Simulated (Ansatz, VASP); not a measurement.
InP: VASP beside Ansatz

INCAR

```
ALGO = Normal ; EDIFF = 1E-6
ENCUT = 520 ; GGA = CA
ISIF = 2 ; ISMEAR = 0
LASPH = True ; LCHARG = False
LREAL = False ; LWAVE = False
NBANDS = 16 ; NELM = 60
PREC = Accurate ; SIGMA = 0.01
```

File KPOINTS:

```
k-points
0
Gamma
  8 8 8
```

Contents of POSCAR:

```
InP
1.0
    2.9136593589      2.9136593589      0.0000000000
   -2.9136593589      2.9136593589      0.0000000000
    0.0000000000      2.9136593589      2.9136593589
In P
1 1
Direct
    0.0000000000      0.0000000000      0.0000000000
    0.7500000000      0.2500000000      0.5000000000
```

Input for Ansatz:

```yaml
crystal:
  lattice:
    - [2.9136593589, 2.9136593589, 0.0]
    - [-2.9136593589, 2.9136593589, 0.0]
    - [0.0, 2.9136593589, 2.9136593589]
  atoms:
    - { symbol: In, position: [0.0, 0.0, 0.0] }
    - { symbol: P, position: [0.75, 0.25, 0.5] }
kpoints:
  mp_grid: { grid: [8, 8, 8] }
scf:
  occupations: { method: fixed }
  convergence: { dr2_threshold: 1.0e-10 }
hamiltonian:
  xc: lda
  pseudopotentials: { kind: all_electron, lapw: { basis_error: 0.0005 } }
output:
  forces: true
  stress: true
  eigenstates:
    kpoints:
      - [0.0, 0.0, 0.0]
      - [0.5, 0.0, 0.0]
      - [0.0, 0.5, 0.5]
      - [0.0, -0.5, 0.0]
      - [0.5, 0.0, 0.5]
      - [-0.5, -0.5, -0.5]
      - [-0.5, 0.5, 0.0]
      - [0.0, 0.0, -0.5]
  eigenvalues: true
```

Change from the starting cell: unstrained.

Alike in both runs: task single point; functional LDA; k mesh 8 × 8 × 8; no spin polarisation.

```csv
,VASP,Ansatz
version,VASP 6.6.1,Ansatz 0.2.0
potentials or method,"VASP PAW LDA potentials, release 64 (In_d, P), cutoff 520 eV","all-electron LAPW, scalar-relativistic"
occupations,"gaussian, width 0.01 eV",fixed
```

|  | VASP | Ansatz | Ansatz less VASP |
| --- | --- | --- | --- |
| gap on the k mesh at the Fermi level (eV) | 0.60 | 0.57 | -0.030 |
| pressure (GPa) | 0.0 | 0.0 | -0.01 |

LDA's correlation is that of Perdew and Zunger in VASP and of Perdew and Wang (1992) in Ansatz. Ansatz ran all-electron here, and VASP with PAW potentials.
